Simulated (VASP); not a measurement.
A run of VASP 6.6.1 is set up as follows.

INCAR

```
SYSTEM = Sc4Mo
PREC = Accurate ; ENCUT = 520
EDIFF = 1E-7 ; ISMEAR = 0
SIGMA = 0.1 ; LREAL = .FALSE.
LASPH = .TRUE. ; NELM = 80
ALGO = Fast ; ISIF = 2
LWAVE = .FALSE. ; LCHARG = .FALSE.
GGA = PE ; NBANDS = 37
```

The input KPOINTS:

```
regular mesh
0
G
  6 6 2
  0 0 0
```

POSCAR

```
Sc4Mo
1.0
    3.0905721400      0.0000000000      0.0000000000
   -1.5452860700      2.6765139800      0.0000000000
    0.0000000000      0.0000000000      9.9376771600
Sc Mo
4 1
Direct
    0.3333333300      0.6666666700      0.8658552800
    0.3333333300      0.6666666700      0.3767953500
    0.6666666700      0.3333333300      0.1341447200
    0.6666666700      0.3333333300      0.6232046500
    0.0000000000      0.0000000000      0.0000000000
```

Potentials or basis: VASP PAW PBE potentials, release 64 (Sc_sv, Mo_sv).

Run with:

```sh
$ cat potpaw_PBE.64/Sc_sv/POTCAR potpaw_PBE.64/Mo_sv/POTCAR > POTCAR
$ mpirun -np 1 vasp_std > vasp.out
```

**Question.** Predict the pressure.

**Answer.** 55.0 GPa.

**Question.** What does it give for the largest force?

**Answer.** 7.489 eV/Å.

**Question.** Predict the band gap on the k mesh.

**Answer.** Zero (band 29 reaches 7.33 eV, above the bottom of band 30 at 7.29 eV).

Stress tensor (GPa, compression positive):
```
55.63  0.00  0.00
 0.00 55.63  0.00
 0.00  0.00 53.82
```

Caveat: the k points lie up to 0.39 Å⁻¹ apart; forces of over 1 eV/Å act on the atoms, so gaps and moduli don't describe the material at rest.
